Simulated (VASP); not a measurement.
A run of VASP 6.6.1:

POSCAR

```
GaSb
1.0
   -2.6972256977      2.6972256977      1.5582344802
    2.6972256977     -2.6972256977      1.5582344802
    2.6972256977      2.6972256977     -1.5582344802
Sb Ga
1 1
Direct
    0.0000000000      0.0000000000      0.0000000000
    0.7500000000      0.2500000000      0.5000000000
```

INCAR.step1

```
SYSTEM = GaSb
  PREC = Accurate
  ENCUT = 520
  ISMEAR = -1
  SIGMA = 0.05
  LREAL = .False.
  LASPH = .True.
  NELM = 100
  NBANDS = 16
  GGA = PE
  ALGO = Normal
  EDIFF = 1E-4
  LWAVE = .True.
  LCHARG = .False.
```

File INCAR.step2:

```
SYSTEM = GaSb
  PREC = Accurate
  ENCUT = 520
  EDIFF = 1E-7
  ISMEAR = -1
  SIGMA = 0.05
  LREAL = .False.
  LASPH = .True.
  NELM = 100
  ALGO = Normal
  ISIF = 2
  LWAVE = .False.
  LCHARG = .True.
  METAGGA = R2SCAN
  LMIXTAU = .True.
  LELF = .True.
  LVHAR = .True.
  NBANDS = 16
  ISTART = 1
```

File KPOINTS:

```
Automatic mesh
0
Gamma
  10 10 10
  0 0 0
```

Potentials or basis: VASP PAW PBE potentials, release 64 (Sb, Ga_d).

The run is started by

```console
$ cat potpaw_PBE.64/Sb/POTCAR potpaw_PBE.64/Ga_d/POTCAR > POTCAR
$ cp INCAR.step1 INCAR
$ mpirun -np 1 vasp_std > vasp.out
$ cp INCAR.step2 INCAR
$ mpirun -np 1 vasp_std > vasp.out
```

Hardware: 1 thread of Intel(R) Xeon(R) 6975P-C (Granite Rapids) (shared host).

Task: How long does it take, and how much memory?

Result: It took 2.1 min on 1 thread of Intel(R) Xeon(R) 6975P-C (Granite Rapids), with other jobs on the host, peak memory 0.24 GiB. Counts: k points 102.
